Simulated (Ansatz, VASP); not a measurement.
## HfSiO4: VASP beside Ansatz

```
Hf Si O
1.0
     5.83592    0.00000    0.00000
    -2.91796    5.05406    0.00000
     0.00000    0.00000    9.51182
Hf Si O
2 2 8
Direct
  0.33333 0.66667 0.43791
  0.66667 0.33333 0.93791
  0.33333 0.66667 0.06244
  0.66667 0.33333 0.56244
  0.33333 0.66667 0.23392
  0.66667 0.33333 0.73392
  0.48546 0.97093 0.00525
  0.51454 0.48546 0.50525
  0.02907 0.51454 0.00525
  0.51454 0.02907 0.50525
  0.48546 0.51454 0.00525
  0.97093 0.48546 0.50525
```

Alike in both runs: functional PBE; k mesh 6 × 6 × 2; occupations gaussian, width 0.1 eV; no spin polarisation.

Ansatz relaxed the structure, and its values are those at the end. VASP's run is a single point on that final structure, the one shown.

```csv
,VASP,Ansatz
version,VASP 6.6.1,Ansatz 0.2.0
potentials or method,"VASP PAW PBE potentials, release 64 (Hf_pv, Si, O), cutoff 600 eV","scalar-relativistic, plane waves, PAW"
valence electrons in the cell,76,108
```

|  | VASP | Ansatz | Ansatz less VASP |
| --- | --- | --- | --- |
| gap on the k mesh at the Fermi level (eV) | 4.78 | 4.78 | -0.005 |
| least direct gap on the mesh (eV) | 4.78 | 4.78 | -0.005 |
| pressure (GPa) | -0.3 | 0.3 | +0.58 |
| rms of the force components (eV/Å) | 0.088 | 0.001 | -0.0863 |

The functional is the same, so the differences come from potentials, cutoffs and numerics. VASP's potentials hold 76 valence electrons a cell and Ansatz's 108, so a difference there can come from the potentials and not from the codes.

Neither program's run includes spin-orbit coupling.
